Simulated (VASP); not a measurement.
Wanted: the native input for a VASP 6.6.1 run.

```
Task                   : relaxation of cell and atoms
Functional             : PBE
Potentials or basis    : VASP PAW PBE potentials, release 64 (Sc_sv, Si, O)
Cutoff                 : 600 eV
k mesh                 : 8 × 8 × 12
Occupations            : gaussian, width 0.1 eV
Spin                   : no spin polarisation
Dipole correction      : no
Further INCAR settings : ALGO = Normal; EDIFF = 1e-07; IBRION = 2; EDIFFG = -0.01; NSW = 100; ISIF = 3
```

The structure of ScSi4O lies in POSCAR:

```
ScSi4O
1.0
    2.5008870141     -5.3460897749      0.0000000000
    2.5008870141      5.3460897749      0.0000000000
    0.0000000000      0.0000000000      3.4228010712
Sc Si O
1 4 1
Direct
    0.0000000000      0.0000000000      0.0000000000
    0.6218347896      0.3781652104      0.0000000000
    0.3781652104      0.6218347896      0.0000000000
    0.5000000000      0.0000000000      0.5000000000
    0.0000000000      0.5000000000      0.5000000000
    0.5000000000      0.5000000000      0.5000000000
```

The cell was generated, and may not be a known phase.

These files were run (other wordings do the same):

INCAR

```
ALGO     = Normal         # electronic algorithm
EDIFF    = 1E-7           # SCF threshold, eV
EDIFFG   = -0.01          # ionic threshold
ENCUT    = 600            # plane-wave cutoff, eV
GGA      = PE             # functional
IBRION   = 2              # ionic algorithm
ISIF     = 3              # what is computed and relaxed
ISMEAR   = 0              # smearing method
LASPH    = True           # aspherical terms in the spheres
LCHARG   = False          # write CHGCAR
LREAL    = False          # projectors in reciprocal space
LWAVE    = False          # write WAVECAR
NELM     = 60             # most SCF steps
NSW      = 100            # ionic steps
PREC     = Accurate       # precision mode
SIGMA    = 0.1            # smearing width, eV
```

KPOINTS

```
k-points
0
Gamma
  8 8 12
```

Potentials or basis: VASP PAW PBE potentials, release 64 (Sc_sv, Si, O).

Run with:

```bash
$ cat potpaw_PBE.64/Sc_sv/POTCAR potpaw_PBE.64/Si/POTCAR potpaw_PBE.64/O/POTCAR > POTCAR
$ mpirun -np 1 vasp_std > vasp.out
```

It gave:

| Item | Value |
| --- | --- |
| Relaxed volume | 15.28 Å³/atom |
| Relaxed cell | a = 5.896 Å, b = 5.896 Å, c = 3.401 Å, α = 90.00°, β = 90.00°, γ = 129.14° |
| Space group after relaxing (to 0.1 Å) | Cmmm (No. 65) |
| Energy gained by relaxing | 1.0 meV/atom |
| Ionic steps | 6 |
| Pressure after relaxing | 0.0 GPa |
| Largest force after relaxing | 0.010 eV/Å |
| Band gap on the k mesh | zero (an odd number of electrons rules out a gap without spin polarisation) |

Caveat: an odd number of electrons without spin polarisation forces a metal; a magnetic or distorted state may lie lower.

It took 26 min on 1 thread of Intel Xeon 8259CL (shared host), peak memory 0.51 GiB.
